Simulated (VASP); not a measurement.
Set up this calculation in VASP 6.6.1, as the native input.

```
Task                   : relaxation of cell and atoms
Functional             : PBE
Potentials or basis    : VASP PAW PBE potentials, release 64 (Hf_pv, Si)
Cutoff                 : 600 eV
k mesh                 : 8 × 8 × 10
Occupations            : gaussian, width 0.1 eV
Spin                   : no spin polarisation
Dipole correction      : no
Further INCAR settings : ALGO = Normal; EDIFF = 1e-07; IBRION = 2; EDIFFG = -0.01; NSW = 100; ISIF = 3
```

The structure of HfSi4 lies in POSCAR:

```
HfSi4
1.0
    5.7669985768      0.0000000000      0.0000000000
    0.0000000000      5.7669985768      0.0000000000
    0.0000000000      0.0000000000      4.3259376760
Hf Si
1 4
Direct
    0.5000000000      0.5000000000      0.5000000000
    0.7929021478      0.5000000000      0.0000000000
    0.2070978522      0.5000000000      0.0000000000
    0.5000000000      0.7929021478      0.0000000000
    0.5000000000      0.2070978522      0.0000000000
```

The cell was generated, and may not be a known phase.

One way to write it, as run:

INCAR

```
PREC = Accurate ; ENCUT = 600
EDIFF = 1E-7 ; ISMEAR = 0
SIGMA = 0.1 ; LREAL = F
LASPH = T ; NELM = 60
ALGO = Normal ; ISIF = 3
LWAVE = F ; LCHARG = F
GGA = PE ; IBRION = 2
NSW = 100 ; EDIFFG = -0.01
```

KPOINTS

```
Automatic mesh
0
Gamma
  8 8 10
```

Potentials or basis: VASP PAW PBE potentials, release 64 (Hf_pv, Si).

Launch:

```bash
$ cat potpaw_PBE.64/Hf_pv/POTCAR potpaw_PBE.64/Si/POTCAR > POTCAR
$ mpirun -np 1 vasp_std > vasp.out
```

It gave:

```
Relaxed volume                        : 29.01 Å³/atom
Relaxed cell                          : a = 5.807 Å, b = 5.807 Å, c = 4.302 Å, α = 90.00°, β = 90.00°, γ = 90.00°
Space group after relaxing (to 0.1 Å) : P4/mmm (No. 123)
Energy gained by relaxing             : 1.1 meV/atom
Ionic steps                           : 5
Pressure after relaxing               : 0.0 GPa
Largest force after relaxing          : 0.010 eV/Å
Band gap on the k mesh                : zero (bands 13 and 14 overlap by 1.34 eV)
```

Caveat: spin-orbit coupling is left out, which moves the levels of the heavy elements.

It took 21 min on 1 thread of Intel Xeon 8259CL, with other jobs on the host, peak memory 0.48 GiB.
